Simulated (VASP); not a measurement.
# Te2Mo in VASP: notebook, part 2 of 2

VASP 6.6.1. The steps go on from the part before.

**3. Single point, PBE**

INCAR reads:

```
PREC = Accurate
ENCUT = 520
EDIFF = 1E-6
ISMEAR = -1
SIGMA = 0.05
LREAL = F
LASPH = T
NELM = 60
ALGO = Normal
ISIF = 2
LWAVE = F
LCHARG = T
GGA = PE
LELF = T
LVHAR = T
NBANDS = 35
```

KPOINTS reads:

```
regular mesh
0
Gamma
  4 8 1
```

POSCAR reads:

```
Te2Mo
1.0
    6.4453239976      0.0000000000      0.0000000000
    0.0000000000      3.5262030893      0.0000000000
   -0.0868695265      0.0000000000     36.6519436197
Te Mo
4 2
Direct
    0.4292511000      0.7500000000      0.5407035800
    0.5707489000      0.2500000000      0.4592964200
    0.9208478700      0.2500000000      0.5565273200
    0.0791521300      0.7500000000      0.4434726800
    0.1813475600      0.2500000000      0.4974653700
    0.8186524400      0.7500000000      0.5025346300
```

Potentials or basis: VASP PAW PBE potentials, release 64 (Te, Mo_sv).

Command:

```bash
> cat potpaw_PBE.64/Te/POTCAR potpaw_PBE.64/Mo_sv/POTCAR > POTCAR
> mpirun -np 1 vasp_std > vasp.out
```

OUTCAR:

```text
PREC = Accurate
   ENCUT = 520
   EDIFF = 1E-6
   ISMEAR = -1
   LREAL = F
   LASPH = T
   NELM = 60
   ISIF = 2
   GGA = PE

 ion  position               nearest neighbor table
   1  0.429  0.750  0.541-   5 2.86   5 2.86   6 2.88   2 3.59   2 3.59   3 3.67   3 3.67
   2  0.571  0.250  0.459-   6 2.86   6 2.86   5 2.88   1 3.59   1 3.59   4 3.67   4 3.67
   3  0.921  0.250  0.557-   6 2.73   6 2.73   5 2.74   1 3.67   1 3.67
   4  0.079  0.750  0.443-   5 2.73   5 2.73   6 2.74   2 3.67   2 3.67
   5  0.181  0.250  0.497-   4 2.73   4 2.73   3 2.74   1 2.86   1 2.86   2 2.88   6 2.93   6 2.93

   6  0.819  0.750  0.503-   3 2.73   3 2.73   4 2.74   2 2.86   2 2.86   1 2.88   5 2.93   5 2.93

  LATTYP: Found a simple monoclinic cell.
 ALAT       =     6.4453239976
 B/A-ratio  =     0.5470947761
 C/A-ratio  =     5.6866104138
 COS(beta)  =    -0.0023701139

  Lattice vectors:

 A1 = (   6.4453239976,   0.0000000000,   0.0000000000)
 A2 = (   0.0000000000,   3.5262030893,   0.0000000000)
 A3 = (  -0.0868695265,   0.0000000000,  36.6519436197)

Analysis of symmetry for initial positions (statically):
=====================================================================
 Subroutine PRICEL returns:
 Original cell was already a primitive cell.

 Routine SETGRP: Setting up the symmetry group for a
 simple monoclinic supercell.

 Subroutine GETGRP returns: Found  4 space group operations
 (whereof  2 operations were pure point group operations)
 out of a pool of  4 trial point group operations.

The static configuration has the point symmetry S_2 .
 The point group associated with its full space group is C_2h.

Analysis of symmetry for dynamics (positions and initial velocities):
=====================================================================
 Subroutine PRICEL returns:
 Original cell was already a primitive cell.

[... 124 lines left out ...]
   IMIX   =      4    mixing-type and parameters
     AMIX     =   0.40;   BMIX     =  1.00
     AMIX_MAG =   1.60;   BMIX_MAG =  1.00
  volume/ion in A,a.u.               =     138.83       936.90
  Fermi-wavevector in a.u.,A,eV,Ry     =   0.649421  1.227228  5.738223  0.421747
  Thomas-Fermi vector in A             =   1.718371
   LORBIT       =      0    0 simple, 1 ext, 2 COOP (PROOUT), +10 PAW based schemes
   GGA     = PE    functional components
   LHFCALC =     F    Hartree Fock is set to
   AEXX    =    0.0000 exact exchange contribution
   IVDW    =     0    specifies the selected vdW correction
   LEPSILON=     F    determine dielectric tensor
   LRPA    =     F    only Hartree local field effects (RPA)
 non-spin polarized calculation
  energy-cutoff  :      520.00
  volume of cell :      833.01
 maximum number of plane-waves:     22498
 NGX is ok and might be reduce to    48
   NGX = 23   NGY = 13   NGZ =137

 number of electron      52.0000003 magnetization

 Free energy of the ion-electron system (eV)
  ---------------------------------------------------
  ext. energy  EPLUGINS =         0.00000000
  ---------------------------------------------------
  free energy    TOTEN  =       -35.92191537 eV

  energy without entropy =      -35.91332085  energy(sigma->0) =      -35.91761811

 E-fermi :  -2.3126     XC(G=0):  -2.2601

 val. band max:       -2.4580040487   @ k =   0.0000   0.1250   0.0000
 cond. band min:      -2.3084589745   @ k =   0.0000   0.1250   0.0000
 fundamental gap:      0.1495450741
 Fermi energy:        -2.3126264521

 k-point     1 :       0.0000    0.0000    0.0000
  band No.  band energies     occupation
      1     -63.3667      2.00000
      2     -63.3181      2.00000
      3     -37.5782      2.00000
      4     -37.5490      2.00000
      5     -37.4819      2.00000
      6     -37.4061      2.00000
[... 559 lines left out ...]
     34       0.9492      0.00000
     35       2.1078      0.00000

------------------------ aborting loop because EDIFF is reached ----------------------------------------

  FORCE on cell =-STRESS in cart. coord.  units (eV):
  Direction    XX          YY          ZZ          XY          YZ          ZX
  --------------------------------------------------------------------------------------
  -------------------------------------------------------------------------------------
  Total       -2.8969051     -3.1242286     -2.2378238      0.0000000      0.0000000      0.0286300
  in kB       -5.5718032     -6.0090290     -4.3041500      0.0000000      0.0000000      0.0550660
  external PRESSURE =      -5.2949940 kB  Pullay stress =       0.0000000 kB

 VOLUME and BASIS-vectors are now :
 -----------------------------------------------------------------------------
  energy-cutoff  :      520.00
  volume of cell :      833.01
      direct lattice vectors                 reciprocal lattice vectors
     6.445323998  0.000000000  0.000000000     0.155151238  0.000000000  0.000367727
     0.000000000  3.526203089  0.000000000     0.000000000  0.283591153  0.000000000
    -0.086869527  0.000000000 36.651943620     0.000000000  0.000000000  0.027283683

 POSITION                                       TOTAL-FORCE (eV/Angst)
 -----------------------------------------------------------------------------------
      2.71969      2.64465     19.81784         0.004897     -0.000000     -0.268069
      3.63876      0.88155     16.83411        -0.004897      0.000000      0.268069
      5.88682      0.88155     20.39781         0.000670      0.000000     -0.342968
      0.47164      2.64465     16.25414        -0.000670      0.000000      0.342968
      1.12563      0.88155     18.23307        -0.060848      0.000000     -0.027233
      5.23283      2.64465     18.41887         0.060848      0.000000      0.027233
 -----------------------------------------------------------------------------------
    total drift:                                0.000000     -0.000000     -0.000000

  FREE ENERGIE OF THE ION-ELECTRON SYSTEM (eV)
  ---------------------------------------------------
  free  energy   TOTEN  =       -35.9219153693 eV

  energy  without entropy=      -35.9133208503  energy(sigma->0) =      -35.91761811
```

OSZICAR:

```text
N       E                     dE             d eps       ncg     rms          rms(c)
DAV:   1     0.403393780193E+03    0.40339E+03   -0.21428E+04  1354   0.105E+03
DAV:   2     0.596540059396E+01   -0.39743E+03   -0.38671E+03  1549   0.227E+02
DAV:   3    -0.355803586164E+02   -0.41546E+02   -0.40912E+02  1372   0.684E+01
DAV:   4    -0.373148988181E+02   -0.17345E+01   -0.17096E+01  1513   0.138E+01
[... 16 lines left out ...]
DAV:  21    -0.359218996864E+02   -0.18122E-04   -0.43400E-07   894   0.164E-03    0.121E-03
DAV:  22    -0.359219100392E+02   -0.10353E-04   -0.18839E-07   812   0.937E-04    0.687E-04
DAV:  23    -0.359219127015E+02   -0.26622E-05   -0.40902E-08   741   0.504E-04    0.485E-04
DAV:  24    -0.359219149332E+02   -0.22317E-05   -0.43715E-08   698   0.409E-04    0.263E-04
DAV:  25    -0.359219153693E+02   -0.43606E-06    0.65337E-10   680   0.200E-04
   1 F= -.35921915E+02 E0= -.35917618E+02  d E =-.859452E-02
```

stdout:

```text
POSCAR found type information on POSCAR TeMo
 POSCAR found :  2 types and       6 ions
 scaLAPACK will be used
 LDA part: xc-table for (Slater+PW92), standard interpolation
 POSCAR, INCAR and KPOINTS ok, starting setup
 FFT: planning ... GRIDC
 FFT: planning ... GRID_SOFT
 FFT: planning ... GRID
 WAVECAR not read
 entering main loop
```

Wall time 7.2 min (1 thread of AMD EPYC 9R45 (Zen 5), shared host); peak memory 0.9 GiB.

Results:

| Item | Value |
| --- | --- |
| Free energy | -35.9219 eV |
| Largest force | 0.343 eV/Å |
| Band gap on the k mesh | zero (bands 26 and 27 overlap by 0.14 eV) |

Forces in eV/Å, atoms in the order of the input:
```
Te   0.005  0.000 -0.268
Te  -0.005  0.000  0.268
Te   0.001  0.000 -0.343
Te  -0.001  0.000  0.343
Mo  -0.061  0.000 -0.027
Mo   0.061  0.000  0.027
```

Caveat: there is no dipole correction, which matters where the two faces differ; spin-orbit coupling is left out, which moves the levels of the heavy elements.

The gap in the log of VASP goes by the Fermi energy; the results here count the filled bands.